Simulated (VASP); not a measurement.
Input of a VASP 6.6.1 run:

The input INCAR:

```
SYSTEM = HfN
ALGO     = Normal         ! electronic algorithm
EDIFF    = 1E-6           ! SCF threshold, eV
ENCUT    = 520            ! plane-wave cutoff, eV
GGA      = PS             ! functional
ISIF     = 2              ! what is computed and relaxed
ISMEAR   = 0              ! smearing method
LASPH    = .TRUE.         ! aspherical terms in the spheres
LCHARG   = .FALSE.        ! write CHGCAR
LREAL    = .FALSE.        ! projectors in reciprocal space
LWAVE    = .FALSE.        ! write WAVECAR
NBANDS   = 14             ! bands
NELM     = 60             ! most SCF steps
PREC     = Accurate       ! precision mode
SIGMA    = 0.15           ! smearing width, eV
```

KPOINTS

```
k-points
0
G
  16 16 16
  0 0 0
```

POSCAR

```
HfN
1.0
    0.0000000000      2.4548220000      2.5775631000
    2.4548220000      0.0000000000      2.5775631000
    2.4548220000      2.4548220000      0.0000000000
Hf N
1 1
Direct
    0.0000000000      0.0000000000      0.0000000000
    0.7500000000      0.7500000000      0.7500000000
```

Potentials or basis: VASP PAW PBE potentials, release 64 (Hf_pv, N).

Command:

```bash
$ cat potpaw_PBE.64/Hf_pv/POTCAR potpaw_PBE.64/N/POTCAR > POTCAR
$ mpirun -np 1 vasp_std > vasp.out
```

(1) Estimate the pressure.

Results:

(1) -14.1 GPa.

Caveat: the cell differs from its parent crystal (strain +0.000 along x and y, +0.050 along z); the PAW data sets were made with another functional, which shifts forces and pressure a little.
